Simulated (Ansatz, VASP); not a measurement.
**One calculation of LiBr, two programs**

INCAR

```
PREC = Accurate
ENCUT = 650
EDIFF = 1E-8
ISMEAR = -1
SIGMA = 0.08
LREAL = False
LASPH = True
NELM = 120
ALGO = Normal
ISIF = 2
LWAVE = False
LCHARG = False
GGA = PE
LEFG = True
NBANDS = 12
GGA_COMPAT = False
```

KPOINTS

```
regular mesh
0
Gamma
  12 12 12
```

Contents of POSCAR:

```
LiBr
1.0
    0.0000000000      2.7547921725      2.7547921725
    2.7547921725      0.0000000000      2.7547921725
    2.7547921725      2.7547921725      0.0000000000
Li Br
1 1
Direct
    0.0000000000      0.0000000000      0.0000000000
    0.4945549431      0.5054450569      0.5054450569
```

Input for Ansatz:

```yaml
crystal:
  lattice:
    - [0.0, 2.7547921725, 2.7547921725]
    - [2.7547921725, 0.0, 2.7547921725]
    - [2.7547921725, 2.7547921725, 0.0]
  atoms:
    - { symbol: Li, position: [0.0, 0.0, 0.0] }
    - { symbol: Br, position: [0.4945549431, 0.5054450569, 0.5054450569] }
kpoints:
  mp_grid: { grid: [12, 12, 12] }
scf:
  occupations: { method: fermi_dirac, width: 0.08 }
hamiltonian:
  xc: pbe
  pseudopotentials: { kind: all_electron, datasets: crystal }
output:
  forces: true
  stress: true
  eigenvalues: true
  efg: { contact_densities: true }
```

Alike in both runs: task electric field gradients; functional PBE; k mesh 12 × 12 × 12; occupations fermi-dirac, width 0.08 eV; no spin polarisation.

|  | VASP | Ansatz |
| --- | --- | --- |
| version | VASP 6.6.1 | Ansatz 0.2.0 |
| potentials or method | VASP PAW PBE potentials, release 64 (Li_sv, Br), cutoff 650 eV | all-electron PAW with datasets made for the crystal, scalar-relativistic |

|  | VASP | Ansatz | Ansatz less VASP |
| --- | --- | --- | --- |
| gap on the k mesh at the Fermi level (eV) | 4.92 | 4.91 | -0.009 |
| pressure (GPa) | -0.1 | 0.0 | +0.08 |
| rms of the force components (eV/Å) | 0.008 | 0.008 | 0.0000 |

Atom by atom the forces differ by 0.000 eV/Å (rms over components). Ansatz ran all-electron here, and VASP with PAW potentials.
